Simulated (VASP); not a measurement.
# Si4P (Im-3m) in VASP: further runs

Si4P is run at these levels: PBE; tasks: single point.

All numbers are computed with VASP 6.6.1; they aren't measurements. Logs are shortened: lines on timing, memory, paths and dates and some standing lists are left out, and cuts for length are marked.

## Step 1: The cell of the first run

The structure is cubic, space group Im-3m (No. 229). Conventional cell: a = 5.372 Å, b = 5.372 Å, c = 5.372 Å, α = 90.00°, β = 90.00°, γ = 90.00°. Within 3.1 Å of Si (site symmetry -3m) lie 2 P at 2.33 Å and 6 Si at 2.69 Å. P (site symmetry m-3m) has 8 Si at 2.33 Å within 3.1 Å.

The cell was built from a structure type or drawn by symmetry, and may not be a known phase.

## Step 2: Single point, PBE

The input, INCAR:

```
SYSTEM = Si4P
  ALGO = Normal
  EDIFF = 1E-6
  ENCUT = 520
  GGA = PE
  ISIF = 2
  ISMEAR = 0
  LASPH = .TRUE.
  LCHARG = .FALSE.
  LREAL = .FALSE.
  LWAVE = .FALSE.
  NBANDS = 18
  NELM = 100
  PREC = Accurate
  SIGMA = 0.1
```

The input, KPOINTS:

```
k-points
0
G
  4 4 4
  0 0 0
```

The input, POSCAR:

```
Si4P
1.0
   -2.6860151500      2.6860151500      2.6860151500
    2.6860151500     -2.6860151500      2.6860151500
    2.6860151500      2.6860151500     -2.6860151500
Si P
4 1
Direct
    0.5000000000      0.5000000000      0.5000000000
    0.5000000000      0.0000000000      0.0000000000
    0.0000000000      0.0000000000      0.5000000000
    0.0000000000      0.5000000000      0.0000000000
    0.0000000000      0.0000000000      0.0000000000
```

Potentials or basis: VASP PAW PBE potentials, release 64 (Si, P).

Started as:

```
$ cat potpaw_PBE.64/Si/POTCAR potpaw_PBE.64/P/POTCAR > POTCAR
$ mpirun -np 1 vasp_std > vasp.out
```

OUTCAR:

```text
SYSTEM = Si4P
   EDIFF = 1E-6
   ENCUT = 520
   GGA = PE
   ISIF = 2
   ISMEAR = 0
   LASPH = .TRUE.
   LREAL = .FALSE.
   NELM = 100
   PREC = Accurate

 ion  position               nearest neighbor table
   1  0.500  0.500  0.500-   5 2.33   5 2.33   4 2.69   2 2.69   2 2.69   4 2.69   3 2.69   3 2.69

   2  0.500  0.000  0.000-   5 2.33   5 2.33   4 2.69   1 2.69   1 2.69   3 2.69   3 2.69   4 2.69

   3  0.000  0.000  0.500-   5 2.33   5 2.33   4 2.69   1 2.69   2 2.69   4 2.69   2 2.69   1 2.69

   4  0.000  0.500  0.000-   5 2.33   5 2.33   3 2.69   1 2.69   2 2.69   3 2.69   1 2.69   2 2.69

   5  0.000  0.000  0.000-   1 2.33   2 2.33   3 2.33   4 2.33   3 2.33   4 2.33   2 2.33   1 2.33

  LATTYP: Found a body centered cubic cell.
 ALAT       =     5.3720303000

  Lattice vectors:

 A1 = (  -2.6860151500,   2.6860151500,   2.6860151500)
 A2 = (   2.6860151500,  -2.6860151500,   2.6860151500)
 A3 = (   2.6860151500,   2.6860151500,  -2.6860151500)

Analysis of symmetry for initial positions (statically):
=====================================================================
 Subroutine PRICEL returns:
 Original cell was already a primitive cell.

 Routine SETGRP: Setting up the symmetry group for a
 body centered cubic supercell.

 Subroutine GETGRP returns: Found 48 space group operations
 (whereof 48 operations were pure point group operations)
 out of a pool of 48 trial point group operations.

The static configuration has the point symmetry O_h .

Analysis of symmetry for dynamics (positions and initial velocities):
=====================================================================
 Subroutine PRICEL returns:
 Original cell was already a primitive cell.

 Routine SETGRP: Setting up the symmetry group for a
 body centered cubic supercell.

 Subroutine GETGRP returns: Found 48 space group operations
 (whereof 48 operations were pure point group operations)
 out of a pool of 48 trial point group operations.

The dynamic configuration has the point symmetry O_h .

 Subroutine INISYM returns: Found 48 space group operations
 (whereof 48 operations are pure point group operations),
 and found     1 'primitive' translations

----------------------------------------------------------------------------------------

                                     Primitive cell

  volume of cell :      77.5149

  direct lattice vectors                    reciprocal lattice vectors
    -2.686015150  2.686015150  2.686015150     0.000000000  0.186149360  0.186149360
     2.686015150 -2.686015150  2.686015150     0.186149360  0.000000000  0.186149360
     2.686015150  2.686015150 -2.686015150     0.186149360  0.186149360  0.000000000

  length of vectors
     4.652314710  4.652314710  4.652314710     0.263254949  0.263254949  0.263254949

  position of ions in fractional coordinates (direct lattice)
     0.500000000  0.500000000  0.500000000
     0.500000000  0.000000000  0.000000000
     0.000000000  0.000000000  0.500000000
     0.000000000  0.500000000  0.000000000
     0.000000000  0.000000000  0.000000000

  ion indices of the primitive-cell ions
   primitive index   ion index
                 1           1
                 2           2
                 3           3
                 4           4
                 5           5

----------------------------------------------------------------------------------------

 KPOINTS: k-points

Automatic generation of k-mesh.
 Grid dimensions read from file:
 generate k-points for:    4    4    4

 Generating k-lattice:

  Cartesian coordinates                     Fractional coordinates (reciprocal lattice)
     0.000000000  0.046537340  0.046537340     0.250000000  0.000000000  0.000000000
     0.046537340  0.000000000  0.046537340     0.000000000  0.250000000  0.000000000
     0.046537340  0.046537340  0.000000000     0.000000000  0.000000000  0.250000000

  Length of vectors
     0.065813737  0.065813737  0.065813737

  Shift w.r.t. Gamma in fractional coordinates (k-lattice)
     0.000000000  0.000000000  0.000000000

 Subroutine IBZKPT returns following result:
 ===========================================

 Found      8 irreducible k-points:

 Following reciprocal coordinates:
            Coordinates               Weight
  0.000000  0.000000  0.000000      1.000000
  0.250000  0.000000  0.000000     12.000000
  0.500000  0.000000  0.000000      6.000000
  0.250000  0.250000  0.000000     24.000000
  0.250000  0.250000  0.250000      2.000000
 -0.250000  0.250000  0.250000      6.000000
  0.500000  0.500000  0.250000     12.000000
  0.500000  0.500000  0.500000      1.000000
   k-points           NKPTS =      8   k-points in BZ     NKDIM =      8   number of bands    NBANDS=     18
   number of dos      NEDOS =    301   number of ions     NIONS =      5
   total plane-waves  NPLWV =  46656
   dimension x,y,z NGX =    36 NGY =   36 NGZ =   36
   dimension x,y,z NGXF=    72 NGYF=   72 NGZF=   72
   ions per type =               4   1
   NGX,Y,Z   is equivalent  to a cutoff of  12.86, 12.86, 12.86 a.u.
   NGXF,Y,Z  is equivalent  to a cutoff of  25.73, 25.73, 25.73 a.u.
 SYSTEM =  Si4P
   PREC   = accura    normal or accurate (medium, high low for compatibility)
   ISTART =      0    job   : 0-new  1-cont  2-samecut
   ICHARG =      2    charge: 1-file 2-atom 10-const
   ISPIN  =      1    spin polarized calculation?
   LNONCOLLINEAR =      F non collinear calculations
   LSORBIT =      F    spin-orbit coupling
   LASPH  =      T    aspherical Exc in radial PAW
   ENCUT  =  520.0 eV  38.22 Ry    6.18 a.u.   8.65  8.65  8.65*2*pi/ulx,y,z
   NELM   =    100;   NELMIN=  2; NELMDL= -5     # of ELM steps
   EDIFF  = 0.1E-05   stopping-criterion for ELM
   LREAL  =      F    real-space projection
   EDIFFG = 0.1E-04   stopping-criterion for IOM
   NSW    =      0    number of steps for IOM
   IBRION =     -1    ionic relax: 0-MD 1-quasi-New 2-CG
   NFREE  =      0    steps in history (QN), initial steepest desc. (CG)
   ISIF   =      2    stress and relaxation
   ISYM   =      2    0-nonsym 1-usesym 2-fastsym
   POTIM  = 0.5000    time-step for ionic-motion
   TEBEG  =    0.0;   TEEND  =   0.0 temperature during run
   PSTRESS=    0.0 pullay stress
   NELECT =      21.0000    total number of electrons
   NUPDOWN=      -1.0000    fix difference up-down
   EMIN   =  10.00;   EMAX   =-10.00  energy-range for DOS
   EFERMI =   0.00;   METHOD = LEGACY
   ISMEAR =     0;   SIGMA  =   0.10  broadening in eV -4-tet -1-fermi 0-gaus
   EFERMI_NEDOS =   21; number of points for ismear=-14 and -15
   IALGO  =     38    algorithm
   IMIX   =      4    mixing-type and parameters
     AMIX     =   0.40;   BMIX     =  1.00
     AMIX_MAG =   1.60;   BMIX_MAG =  1.00
  volume/ion in A,a.u.               =      15.50       104.62
  Fermi-wavevector in a.u.,A,eV,Ry     =   1.059301  2.001789 15.267357  1.122119
  Thomas-Fermi vector in A             =   2.194642
   LORBIT       =      0    0 simple, 1 ext, 2 COOP (PROOUT), +10 PAW based schemes
   GGA     = PE    functional components
   LHFCALC =     F    Hartree Fock is set to
   AEXX    =    0.0000 exact exchange contribution
   IVDW    =     0    specifies the selected vdW correction
   LEPSILON=     F    determine dielectric tensor
   LRPA    =     F    only Hartree local field effects (RPA)
 non-spin polarized calculation
 Gauss-broadening in eV      SIGMA  =   0.10
  energy-cutoff  :      520.00
  volume of cell :       77.51
 maximum number of plane-waves:      2112
 NGX is ok and might be reduce to    36
   NGX = 17   NGY = 17   NGZ = 17

 number of electron      21.0000001 magnetization

 Free energy of the ion-electron system (eV)
  ---------------------------------------------------
  ext. energy  EPLUGINS =         0.00000000
  ---------------------------------------------------
  free energy    TOTEN  =       -23.12311548 eV

  energy without entropy =      -23.09399863  energy(sigma->0) =      -23.10855706

 E-fermi :   9.2709     XC(G=0): -10.7492

 val. band max:        9.1694747633   @ k =   0.5000   0.5000   0.2500
 cond. band min:       9.2833521430   @ k =   0.2500   0.2500   0.0000
 fundamental gap:      0.1138773797
 Fermi energy:         9.2708952922

 k-point     1 :       0.0000    0.0000    0.0000
  band No.  band energies     occupation
      1      -6.6778      2.00000
      2       1.5870      2.00000
      3       1.5870      2.00000
      4       1.5870      2.00000
      5       2.4065      2.00000
      6       3.6161      2.00000
[... 10 lines left out ...]
     17      14.3657      0.00000
     18      14.3657      0.00000

 k-point     2 :       0.2500    0.0000    0.0000
  band No.  band energies     occupation
      1      -6.2611      2.00000
      2      -0.8694      2.00000
      3       0.6113      2.00000
      4       1.6076      2.00000
      5       2.5688      2.00000
      6       2.7202      2.00000
[... 10 lines left out ...]
     17      14.9520      0.00000
     18      15.0085      0.00000

 k-point     3 :       0.5000    0.0000    0.0000
  band No.  band energies     occupation
      1      -5.6454      2.00000
      2      -2.3816      2.00000
      3       0.0830      2.00000
      4       1.6110      2.00000
      5       2.1144      2.00000
      6       2.2070      2.00000
[... 10 lines left out ...]
     17      14.9722      0.00000
     18      15.4353      0.00000

 k-point     4 :       0.2500    0.2500    0.0000
  band No.  band energies     occupation
      1      -5.6732      2.00000
      2      -1.8537      2.00000
      3      -0.8688      2.00000
      4       0.8937      2.00000
      5       2.4177      2.00000
      6       4.6232      2.00000
[... 10 lines left out ...]
     17      13.8240      0.00000
     18      14.7700      0.00000

 k-point     5 :       0.2500    0.2500    0.2500
  band No.  band energies     occupation
      1      -5.4885      2.00000
      2      -1.2391      2.00000
      3      -1.2391      2.00000
      4      -1.2391      2.00000
      5       5.2439      2.00000
      6       5.2439      2.00000
[... 10 lines left out ...]
     17      14.3000      0.00000
     18      14.3000      0.00000

 k-point     6 :      -0.2500    0.2500    0.2500
  band No.  band energies     occupation
      1      -5.8690      2.00000
      2      -0.8552      2.00000
      3      -0.3694      2.00000
      4      -0.3694      2.00000
      5       3.8530      2.00000
      6       4.7967      2.00000
[... 10 lines left out ...]
     17      13.8888      0.00000
     18      15.2451      0.00000

 k-point     7 :       0.5000    0.5000    0.2500
  band No.  band energies     occupation
      1      -5.3075      2.00000
      2      -1.9887      2.00000
      3      -0.9042      2.00000
      4      -0.3757      2.00000
      5       3.6837      2.00000
      6       4.3117      2.00000
[... 10 lines left out ...]
     17      14.4071      0.00000
     18      15.4918      0.00000

 k-point     8 :       0.5000    0.5000    0.5000
  band No.  band energies     occupation
      1      -4.8527      2.00000
      2      -1.4424      2.00000
      3      -1.4424      2.00000
      4      -1.4424      2.00000
      5       2.7434      2.00000
      6       2.7434      2.00000
[... 10 lines left out ...]
     17      15.5723      0.00000
     18      17.3300      0.00000

------------------------ aborting loop because EDIFF is reached ----------------------------------------

  FORCE on cell =-STRESS in cart. coord.  units (eV):
  Direction    XX          YY          ZZ          XY          YZ          ZX
  --------------------------------------------------------------------------------------
  -------------------------------------------------------------------------------------
  Total        2.5490014      2.5490014      2.5490014      0.0000000     -0.0000000      0.0000000
  in kB       52.6860087     52.6860087     52.6860087      0.0000000     -0.0000000      0.0000000
  external PRESSURE =      52.6860087 kB  Pullay stress =       0.0000000 kB

 VOLUME and BASIS-vectors are now :
 -----------------------------------------------------------------------------
  energy-cutoff  :      520.00
  volume of cell :       77.51
      direct lattice vectors                 reciprocal lattice vectors
    -2.686015150  2.686015150  2.686015150     0.000000000  0.186149360  0.186149360
     2.686015150 -2.686015150  2.686015150     0.186149360  0.000000000  0.186149360
     2.686015150  2.686015150 -2.686015150     0.186149360  0.186149360  0.000000000

 POSITION                                       TOTAL-FORCE (eV/Angst)
 -----------------------------------------------------------------------------------
      1.34301      1.34301      1.34301        -0.000000      0.000000     -0.000000
     -1.34301      1.34301      1.34301         0.000000     -0.000000      0.000000
      1.34301      1.34301     -1.34301        -0.000000      0.000000      0.000000
      1.34301     -1.34301      1.34301        -0.000000      0.000000     -0.000000
      0.00000      0.00000      0.00000         0.000000      0.000000     -0.000000
 -----------------------------------------------------------------------------------
    total drift:                                0.000000     -0.000000     -0.000000

  FREE ENERGIE OF THE ION-ELECTRON SYSTEM (eV)
  ---------------------------------------------------
  free  energy   TOTEN  =       -23.1231154837 eV

  energy  without entropy=      -23.0939986324  energy(sigma->0) =      -23.10855706
```

Run time: 11 s. Hardware: 1 thread of Intel Xeon Platinum 8259CL at 2.50GHz (Skylake/Cascade Lake), shared host; peak memory 0.19 GiB.

What came out:

```
Free energy            : -23.1231 eV
Pressure               : 5.3 GPa
Band gap on the k mesh : zero (an odd number of electrons rules out a gap without spin polarisation)
```

Caveat: the k points lie up to 0.41 Å⁻¹ apart, too coarse for converged energies and pressures of a metal.

## Step 3: Single point, PBE

This run uses another cell than the first one, of 17.12 Å³/atom.

The input, INCAR:

```
PREC = Accurate ; ENCUT = 520
EDIFF = 1E-6 ; ISMEAR = 0
SIGMA = 0.1 ; LREAL = F
LASPH = T ; NELM = 80
ALGO = Normal ; ISIF = 2
LWAVE = F ; LCHARG = T
GGA = PE ; LELF = T
LVHAR = T ; NBANDS = 18
```

The input, KPOINTS:

```
Automatic mesh
0
Gamma
  4 4 4
```

POSCAR: that of step 2 with these lines changed.

```diff
@@ -2,5 +2,5 @@
 1.0
-   -2.6860151500      2.6860151500      2.6860151500
-    2.6860151500     -2.6860151500      2.6860151500
-    2.6860151500      2.6860151500     -2.6860151500
+   -2.7761858659      2.7761858659      2.7761858659
+    2.7761858659     -2.7761858659      2.7761858659
+    2.7761858659      2.7761858659     -2.7761858659
 Si P
```

Potentials or basis: VASP PAW PBE potentials, release 64 (Si, P).

Started as:

```
$ cat potpaw_PBE.64/Si/POTCAR potpaw_PBE.64/P/POTCAR > POTCAR
$ mpirun -np 1 vasp_std > vasp.out
```

It took 12 s on 1 thread of Intel Xeon Platinum 8259CL at 2.50GHz (Skylake/Cascade Lake), shared host; peak memory 0.19 GiB.

Results (log left out):

| Item | Value |
| --- | --- |
| Free energy | -23.2253 eV |
| Pressure | -0.2 GPa |
| Band gap on the k mesh | zero (an odd number of electrons rules out a gap without spin polarisation) |

Levels at points of the mesh, in eV from the Fermi level:
| k point | band 8 | band 9 | band 10 | band 11 | band 12 | band 13 | band 14 | band 15 |
| --- | --- | --- | --- | --- | --- | --- | --- | --- |
| (0.00, 0.00, 0.00) | -5.58 | -2.90 | -2.90 | -2.90 | 0.95 | 0.95 | 3.61 | 3.61 |
| (0.50, 0.00, 0.00) | -1.96 | -1.24 | -1.13 | -0.21 | 0.35 | 1.20 | 1.37 | 1.60 |
| (0.50, 0.50, 0.50) | -1.57 | -1.57 | -0.70 | -0.21 | -0.21 | -0.21 | 3.02 | 5.81 |

Caveat: the k points lie up to 0.40 Å⁻¹ apart, too coarse for converged energies and pressures of a metal.
